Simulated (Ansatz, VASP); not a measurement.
# Two plane-wave programs on Li2Se

```xyz
3
Lattice="0.0000 3.0125 3.0125 3.0125 0.0000 3.0125 3.0125 3.0125 0.0000" Properties=species:S:1:pos:R:3 pbc="T T T"
Li    1.5062    1.5062    1.5062
Li    4.5187    4.5187    4.5187
Se    0.0000    0.0000    0.0000
```

Change from the starting cell: volume scaled by 1.01, PAW files.

Alike in both runs: task electric field gradients; functional LDA; k mesh 9 × 9 × 9; occupations fermi-dirac, width 0.03 eV; no spin polarisation.

```csv
,VASP,Ansatz
version,VASP 6.6.1,Ansatz 0.2.0
potentials or method,"VASP PAW LDA potentials, release 64 (Li_sv, Se)","PAW with Ansatz's default frozen-core files, scalar-relativistic"
plane-wave cutoff (eV),650,420
valence electrons in the cell,12,22
```

```tsv
	VASP	Ansatz	Ansatz less VASP
gap on the k mesh at the Fermi level (eV)	2.90	2.90	+0.005
pressure (GPa)	-2.9	-2.9	+0.07
```

LDA's correlation is that of Perdew and Zunger in VASP and of Perdew and Wang (1992) in Ansatz. VASP's potentials hold 12 valence electrons a cell and Ansatz's 22, so a difference there can come from the potentials and not from the codes.
